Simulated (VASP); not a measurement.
# Ba (Fm-3m) in VASP: a series of runs

Runs on Ba. Level: PBE. Tasks: single point.

All numbers are computed with VASP 6.6.1; they aren't measurements. Logs are shortened: lines on timing, memory, paths and dates and some standing lists are left out, and cuts for length are marked.

### Step 1. The cell of the first run

Symmetry: Fm-3m, No. 225, cubic system. The conventional cell has a = 6.148 Å, b = 6.148 Å, c = 6.148 Å, α = 90.00°, β = 90.00°, γ = 90.00°. Within 5.7 Å of Ba (site symmetry m-3m) lie 12 Ba at 4.35 Å.

This isn't the form of Ba at room conditions, which is bcc.

### Step 2. Single point, PBE (58.10 Å³/atom)

Contents of INCAR:

```
SYSTEM = Ba
PREC     = Accurate       ! precision mode
ENCUT    = 520            ! plane-wave cutoff, eV
EDIFF    = 1E-6           ! SCF threshold, eV
ISMEAR   = 0              ! smearing method
SIGMA    = 0.1            ! smearing width, eV
LREAL    = .FALSE.        ! projectors in reciprocal space
LASPH    = .TRUE.         ! aspherical terms in the spheres
NELM     = 100            ! most SCF steps
ALGO     = Normal         ! electronic algorithm
ISIF     = 2              ! what is computed and relaxed
LWAVE    = .FALSE.        ! write WAVECAR
LCHARG   = .TRUE.         ! write CHGCAR
GGA      = PE             ! functional
LELF     = .TRUE.         ! ELF
LVHAR    = .TRUE.       
NBANDS   = 11             ! bands
```

Contents of KPOINTS:

```
Automatic mesh
0
G
  12 12 12
  0 0 0
```

Contents of POSCAR:

```
Ba
1.0
    0.0000000000      3.0741554249      3.0741554249
    3.0741554249      0.0000000000      3.0741554249
    3.0741554249      3.0741554249      0.0000000000
Ba
1
Direct
    0.0000000000      0.0000000000      0.0000000000
```

Potentials or basis: VASP PAW PBE potentials, release 64 (Ba_sv).

Started as:

```sh
cat potpaw_PBE.64/Ba_sv/POTCAR > POTCAR
mpirun -np 1 vasp_std > vasp.out
```

OUTCAR:

```text
SYSTEM = Ba
   PREC = Accurate
   ENCUT = 520
   EDIFF = 1E-6
   ISMEAR = 0
   LREAL = .FALSE.
   LASPH = .TRUE.
   NELM = 100
   ISIF = 2
   GGA = PE

 ion  position               nearest neighbor table
   1  0.000  0.000  0.000-

  LATTYP: Found a face centered cubic cell.
 ALAT       =     6.1483108498

  Lattice vectors:

 A1 = (   0.0000000000,   3.0741554249,   3.0741554249)
 A2 = (   3.0741554249,   0.0000000000,   3.0741554249)
 A3 = (   3.0741554249,   3.0741554249,   0.0000000000)

Analysis of symmetry for initial positions (statically):
=====================================================================
 Subroutine PRICEL returns:
 Original cell was already a primitive cell.

 Routine SETGRP: Setting up the symmetry group for a
 face centered cubic supercell.

 Subroutine GETGRP returns: Found 48 space group operations
 (whereof 48 operations were pure point group operations)
 out of a pool of 48 trial point group operations.

The static configuration has the point symmetry O_h .

Analysis of symmetry for dynamics (positions and initial velocities):
=====================================================================
 Subroutine PRICEL returns:
 Original cell was already a primitive cell.

 Routine SETGRP: Setting up the symmetry group for a
 face centered cubic supercell.

 Subroutine GETGRP returns: Found 48 space group operations
 (whereof 48 operations were pure point group operations)
 out of a pool of 48 trial point group operations.

The dynamic configuration has the point symmetry O_h .

 Subroutine INISYM returns: Found 48 space group operations
 (whereof 48 operations are pure point group operations),
 and found     1 'primitive' translations

----------------------------------------------------------------------------------------

                                     Primitive cell

  volume of cell :      58.1042

  direct lattice vectors                    reciprocal lattice vectors
     0.000000000  3.074155425  3.074155425    -0.162646298  0.162646298  0.162646298
     3.074155425  0.000000000  3.074155425     0.162646298 -0.162646298  0.162646298
     3.074155425  3.074155425  0.000000000     0.162646298  0.162646298 -0.162646298

  length of vectors
     4.347512295  4.347512295  4.347512295     0.281711652  0.281711652  0.281711652

  position of ions in fractional coordinates (direct lattice)
     0.000000000  0.000000000  0.000000000

  ion indices of the primitive-cell ions
   primitive index   ion index
                 1           1

----------------------------------------------------------------------------------------

 KPOINTS: Automatic mesh

Automatic generation of k-mesh.
 Grid dimensions read from file:
 generate k-points for:   12   12   12

 Generating k-lattice:

  Cartesian coordinates                     Fractional coordinates (reciprocal lattice)
    -0.013553858  0.013553858  0.013553858     0.083333333  0.000000000  0.000000000
     0.013553858 -0.013553858  0.013553858     0.000000000  0.083333333  0.000000000
     0.013553858  0.013553858 -0.013553858     0.000000000  0.000000000  0.083333333

  Length of vectors
     0.023475971  0.023475971  0.023475971

  Shift w.r.t. Gamma in fractional coordinates (k-lattice)
     0.000000000  0.000000000  0.000000000

 Subroutine IBZKPT returns following result:
 ===========================================

 Found     72 irreducible k-points:

 Following reciprocal coordinates:
            Coordinates               Weight
  0.000000  0.000000  0.000000      1.000000
  0.083333  0.000000  0.000000      8.000000
  0.166667  0.000000  0.000000      8.000000
  0.250000  0.000000  0.000000      8.000000
  0.333333  0.000000  0.000000      8.000000
  0.416667  0.000000  0.000000      8.000000
[... 16 lines left out ...]
  0.500000  0.166667  0.000000     24.000000
 -0.416667  0.166667  0.000000     24.000000
 [... further k-points ...]
   k-points           NKPTS =     72   k-points in BZ     NKDIM =     72   number of bands    NBANDS=     11
   number of dos      NEDOS =    301   number of ions     NIONS =      1
   total plane-waves  NPLWV =  32768
   dimension x,y,z NGX =    32 NGY =   32 NGZ =   32
   dimension x,y,z NGXF=    64 NGYF=   64 NGZF=   64
   ions per type =               1
   NGX,Y,Z   is equivalent  to a cutoff of  12.24, 12.24, 12.24 a.u.
   NGXF,Y,Z  is equivalent  to a cutoff of  24.47, 24.47, 24.47 a.u.
 SYSTEM =  Ba
   PREC   = accura    normal or accurate (medium, high low for compatibility)
   ISTART =      0    job   : 0-new  1-cont  2-samecut
   ICHARG =      2    charge: 1-file 2-atom 10-const
   ISPIN  =      1    spin polarized calculation?
   LNONCOLLINEAR =      F non collinear calculations
   LSORBIT =      F    spin-orbit coupling
   LASPH  =      T    aspherical Exc in radial PAW
   ENCUT  =  520.0 eV  38.22 Ry    6.18 a.u.   8.08  8.08  8.08*2*pi/ulx,y,z
   NELM   =    100;   NELMIN=  2; NELMDL= -5     # of ELM steps
   EDIFF  = 0.1E-05   stopping-criterion for ELM
   LREAL  =      F    real-space projection
   EDIFFG = 0.1E-04   stopping-criterion for IOM
   NSW    =      0    number of steps for IOM
   IBRION =     -1    ionic relax: 0-MD 1-quasi-New 2-CG
   NFREE  =      0    steps in history (QN), initial steepest desc. (CG)
   ISIF   =      2    stress and relaxation
   ISYM   =      2    0-nonsym 1-usesym 2-fastsym
   POTIM  = 0.5000    time-step for ionic-motion
   TEBEG  =    0.0;   TEEND  =   0.0 temperature during run
   PSTRESS=    0.0 pullay stress
   NELECT =      10.0000    total number of electrons
   NUPDOWN=      -1.0000    fix difference up-down
   EMIN   =  10.00;   EMAX   =-10.00  energy-range for DOS
   EFERMI =   0.00;   METHOD = LEGACY
   ISMEAR =     0;   SIGMA  =   0.10  broadening in eV -4-tet -1-fermi 0-gaus
   EFERMI_NEDOS =   21; number of points for ismear=-14 and -15
   IALGO  =     38    algorithm
   IMIX   =      4    mixing-type and parameters
     AMIX     =   0.40;   BMIX     =  1.00
     AMIX_MAG =   1.60;   BMIX_MAG =  1.00
  volume/ion in A,a.u.               =      58.10       392.11
  Fermi-wavevector in a.u.,A,eV,Ry     =   0.910624  1.720830 11.282437  0.829236
  Thomas-Fermi vector in A             =   2.034808
   LORBIT       =      0    0 simple, 1 ext, 2 COOP (PROOUT), +10 PAW based schemes
   GGA     = PE    functional components
   LHFCALC =     F    Hartree Fock is set to
   AEXX    =    0.0000 exact exchange contribution
   IVDW    =     0    specifies the selected vdW correction
   LEPSILON=     F    determine dielectric tensor
   LRPA    =     F    only Hartree local field effects (RPA)
 non-spin polarized calculation
 Gauss-broadening in eV      SIGMA  =   0.10
  energy-cutoff  :      520.00
  volume of cell :       58.10
 maximum number of plane-waves:      1588
   NGX = 17   NGY = 17   NGZ = 17

 number of electron      10.0000000 magnetization

 Free energy of the ion-electron system (eV)
  ---------------------------------------------------
  ext. energy  EPLUGINS =         0.00000000
  ---------------------------------------------------
  free energy    TOTEN  =        -1.87703318 eV

  energy without entropy =       -1.86870026  energy(sigma->0) =       -1.87286672

 E-fermi :   1.9625     XC(G=0):  -7.6703

 val. band max:        1.9449063017   @ k =  -0.3333   0.3333   0.0000
 cond. band min:       1.9627727374   @ k =   0.4167   0.3333   0.0000
 fundamental gap:      0.0178664357
 Fermi energy:         1.9624872582

 k-point     1 :       0.0000    0.0000    0.0000
  band No.  band energies     occupation
      1     -26.8064      2.00000
      2     -11.7087      2.00000
      3     -11.7087      2.00000
      4     -11.7087      2.00000
      5      -0.8614      2.00000
      6       3.8139      0.00000
      7       3.8139      0.00000
      8       3.8139      0.00000
      9       5.5329      0.00000
     10       5.5329      0.00000
     11       8.1450      0.00000

 k-point     2 :       0.0833    0.0000    0.0000
  band No.  band energies     occupation
      1     -26.8026      2.00000
      2     -11.7521      2.00000
      3     -11.7140      2.00000
      4     -11.7140      2.00000
      5      -0.7254      2.00000
      6       3.6485      0.00000
      7       3.8790      0.00000
      8       3.8790      0.00000
      9       5.4391      0.00000
     10       5.4391      0.00000
     11       8.4724      0.00000

 k-point     3 :       0.1667    0.0000    0.0000
  band No.  band energies     occupation
      1     -26.7922      2.00000
      2     -11.8679      2.00000
      3     -11.7284      2.00000
      4     -11.7284      2.00000
      5      -0.3491      2.00000
      6       3.3005      0.00000
      7       4.0064      0.00000
      8       4.0064      0.00000
      9       5.3079      0.00000
     10       5.3079      0.00000
     11       8.8600      0.00000

 k-point     4 :       0.2500    0.0000    0.0000
  band No.  band energies     occupation
      1     -26.7779      2.00000
      2     -12.0198      2.00000
      3     -11.7478      2.00000
      4     -11.7478      2.00000
      5       0.1673      2.00000
      6       3.0062      0.00000
      7       4.0027      0.00000
      8       4.0027      0.00000
      9       5.4600      0.00000
     10       5.4600      0.00000
     11       8.3502      0.00000
[... 239 lines left out ...]
 k-point    22 :       0.4167    0.1667    0.0000
  band No.  band energies     occupation
      1     -26.7517      2.00000
      2     -12.1846      2.00000
      3     -11.8459      2.00000
      4     -11.8208      2.00000
      5       1.1480      2.00000
      6       2.5772      0.00000
      7       3.2844      0.00000
      8       4.2728      0.00000
      9       6.0421      0.00000
     10       6.7842      0.00000
     11       8.7400      0.00000

 k-point    23 :       0.5000    0.1667    0.0000
  band No.  band energies     occupation
      1     -26.7443      2.00000
      2     -12.2454      2.00000
      3     -11.8777      2.00000
      4     -11.8205      2.00000
      5       1.3791      2.00000
      6       2.6131      0.00000
      7       3.3418      0.00000
      8       4.1285      0.00000
      9       6.7487      0.00000
     10       6.9109      0.00000
     11       8.2265      0.00000

 k-point    24 :      -0.4167    0.1667    0.0000
  band No.  band energies     occupation
      1     -26.7434      2.00000
      2     -12.2504      2.00000
      3     -11.8976      2.00000
      4     -11.8080      2.00000
      5       1.4357      2.00000
      6       2.6665      0.00000
      7       3.3572      0.00000
      8       4.0631      0.00000
      9       6.4452      0.00000
     10       7.1521      0.00000
     11       8.2310      0.00000

 [... further k-points ...]
[... 5 lines left out ...]
  --------------------------------------------------------------------------------------
  -------------------------------------------------------------------------------------
  Total        0.3556433      0.3556433      0.3556433      0.0000000      0.0000000     -0.0000000
  in kB        9.8065844      9.8065844      9.8065844      0.0000000      0.0000000     -0.0000000
  external PRESSURE =       9.8065844 kB  Pullay stress =       0.0000000 kB

 VOLUME and BASIS-vectors are now :
 -----------------------------------------------------------------------------
  energy-cutoff  :      520.00
  volume of cell :       58.10
      direct lattice vectors                 reciprocal lattice vectors
     0.000000000  3.074155425  3.074155425    -0.162646298  0.162646298  0.162646298
     3.074155425  0.000000000  3.074155425     0.162646298 -0.162646298  0.162646298
     3.074155425  3.074155425  0.000000000     0.162646298  0.162646298 -0.162646298

 POSITION                                       TOTAL-FORCE (eV/Angst)
 -----------------------------------------------------------------------------------
      0.00000      0.00000      0.00000         0.000000      0.000000      0.000000
 -----------------------------------------------------------------------------------
    total drift:                                0.000000      0.000000      0.000000

  FREE ENERGIE OF THE ION-ELECTRON SYSTEM (eV)
  ---------------------------------------------------
  free  energy   TOTEN  =        -1.8770331824 eV

  energy  without entropy=       -1.8687002642  energy(sigma->0) =       -1.87286672
```

It took 9.5 s on 1 thread of Intel Xeon 6975P-C (Granite Rapids), shared host; peak memory 0.19 GiB.

Results:

```yaml
Free_energy: -1.8770 eV
Pressure: 1.0 GPa
Band_gap_on_the_k_mesh: zero (bands 5 and 6 overlap by 0.40 eV)
```

Levels at points of the mesh, in eV from the Fermi level:
| k point | band 3 | band 4 | band 5 | band 6 | band 7 | band 8 |
| --- | --- | --- | --- | --- | --- | --- |
| (0.00, 0.00, 0.00) | -13.67 | -13.67 | -2.82 | 1.85 | 1.85 | 1.85 |
| (0.50, 0.00, 0.00) | -13.75 | -13.75 | -0.99 | 1.30 | 1.69 | 1.69 |
| (0.50, 0.50, 0.00) | -13.88 | -13.88 | -0.92 | -0.26 | 2.41 | 4.92 |

Caveat: spin-orbit coupling is left out, which moves the levels of the heavy elements.

### Step 3. Single point, PBE (60.02 Å³/atom)

This run uses another cell than the first one, of 60.02 Å³/atom.

Contents of INCAR:

```
PREC = Accurate ; ENCUT = 520
EDIFF = 1E-7 ; ISMEAR = 0
SIGMA = 0.1 ; LREAL = False
LASPH = True ; NELM = 100
ALGO = Fast ; ISIF = 2
LWAVE = False ; LCHARG = True
GGA = PE ; LELF = True
LVHAR = True ; NBANDS = 11
```

Contents of KPOINTS:

```
regular mesh
0
Gamma
  12 12 12
```

Contents of POSCAR:

```
Ba
1.0
    0.0000000000      3.1075727758      3.1075727758
    3.1075727758      0.0000000000      3.1075727758
    3.1075727758      3.1075727758      0.0000000000
Ba
1
Direct
    0.0000000000      0.0000000000      0.0000000000
```

Potentials or basis: VASP PAW PBE potentials, release 64 (Ba_sv).

Started as:

```sh
cat potpaw_PBE.64/Ba_sv/POTCAR > POTCAR
mpirun -np 1 vasp_std > vasp.out
```

Wall time 23 s (1 thread of Intel Xeon 6975P-C (Granite Rapids), shared host); peak memory 0.22 GiB.

It converged, with:

- Free energy: -1.8868 eV
- Pressure: 0.7 GPa
- Band gap on the k mesh: zero (bands 5 and 6 overlap by 0.37 eV)

Levels at points of the mesh, in eV from the Fermi level:
| k point | band 2 | band 3 | band 4 | band 5 | band 6 | band 7 | band 8 | band 9 |
| --- | --- | --- | --- | --- | --- | --- | --- | --- |
| (0.00, 0.00, 0.00) | -13.75 | -13.75 | -13.75 | -2.82 | 1.81 | 1.81 | 1.81 | 3.47 |
| (0.50, 0.00, 0.00) | -14.29 | -13.82 | -13.82 | -0.99 | 1.19 | 1.66 | 1.66 | 4.74 |
| (0.50, 0.50, 0.00) | -14.25 | -13.94 | -13.94 | -0.89 | -0.23 | 2.26 | 4.76 | 5.13 |

Caveat: spin-orbit coupling is left out, which moves the levels of the heavy elements.

### Step 4. Single point, PBE (61.94 Å³/atom)

This run uses another cell than the first one, of 61.94 Å³/atom.

Contents of INCAR:

```
SYSTEM = Ba
PREC     = Accurate       ! precision mode
ENCUT    = 520            ! plane-wave cutoff, eV
EDIFF    = 1E-6           ! SCF threshold, eV
ISMEAR   = 0              ! smearing method
SIGMA    = 0.1            ! smearing width, eV
LREAL    = .False.        ! projectors in reciprocal space
LASPH    = .True.         ! aspherical terms in the spheres
NELM     = 80             ! most SCF steps
ALGO     = Fast           ! electronic algorithm
ISIF     = 2              ! what is computed and relaxed
LWAVE    = .False.        ! write WAVECAR
LCHARG   = .False.        ! write CHGCAR
GGA      = PE             ! functional
NBANDS   = 11             ! bands
```

Contents of KPOINTS:

```
regular mesh
0
Gamma
  12 12 12
  0 0 0
```

Contents of POSCAR:

```
Ba
1.0
    0.0000000000      3.1402864722      3.1402864722
    3.1402864722      0.0000000000      3.1402864722
    3.1402864722      3.1402864722      0.0000000000
Ba
1
Direct
    0.0000000000      0.0000000000      0.0000000000
```

Started as:

```sh
cat potpaw_PBE.64/Ba_sv/POTCAR > POTCAR
mpirun -np 1 vasp_std > vasp.out
```

Run time: 17 s. Hardware: 1 thread of Intel Xeon 6975P-C (Granite Rapids), shared host; peak memory 0.23 GiB.

It converged, with:

| Item | Value |
| --- | --- |
| Free energy | -1.8928 eV |
| Pressure | 0.3 GPa |
| Band gap on the k mesh | zero (bands 5 and 6 overlap by 0.34 eV) |

Levels at points of the mesh, in eV from the Fermi level:
| k point | band 2 | band 3 | band 4 | band 5 | band 6 | band 7 | band 8 | band 9 |
| --- | --- | --- | --- | --- | --- | --- | --- | --- |
| (0.00, 0.00, 0.00) | -13.83 | -13.83 | -13.83 | -2.81 | 1.77 | 1.77 | 1.77 | 3.37 |
| (0.50, 0.00, 0.00) | -14.32 | -13.90 | -13.90 | -0.98 | 1.09 | 1.62 | 1.62 | 4.59 |
| (0.50, 0.50, 0.00) | -14.29 | -14.01 | -14.01 | -0.86 | -0.21 | 2.12 | 4.61 | 4.96 |

Caveat: spin-orbit coupling is left out, which moves the levels of the heavy elements.

(Part 1 of 2 ends here.)
